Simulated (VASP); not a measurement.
FeSi2:

```xyz
6
Lattice="0.0000 2.6900 5.0800 2.6900 0.0000 5.0800 2.6900 2.6900 0.0000" Properties=species:S:1:pos:R:3 pbc="T T T"
Fe    0.0000    0.0000    0.0000
Fe    2.6900    2.6900    5.0800
Si    1.3450    1.3450    1.2700
Si    4.0350    4.0350    6.3500
Si    1.3450    1.3450    3.8100
Si    4.0350    4.0350    8.8900
```

Base run:

* Program: VASP 6.6.1
* Functional: r2SCAN
* Potentials or basis: VASP PAW PBE potentials, release 64 (Fe, Si)
* Cutoff: 520 eV
* k mesh: 5 × 5 × 5
* Occupations: gaussian, width 0.05 eV
* Spin: collinear spin, ferromagnetic start
* Starting moments: [4.0, 4.0, 0.0, 0.0, 0.0, 0.0] μB

Its results: pressure 8.6 GPa; largest force 2.994 eV/Å.

**Question.** The run is repeated on the same cell with these changes: spin from collinear spin, ferromagnetic start to no spin polarisation; further incar settings from ALGO = Normal; EDIFF = 1e-06; NBANDS = 29 to ALGO = Normal; EDIFF = 1e-06; NBANDS = 25. What comes out?

**Answer.** Pressure 7.9 GPa; largest force 3.278 eV/Å.

Caveats: the cell stands under pressure; the PAW data sets were made with another functional, which shifts forces and pressure a little.
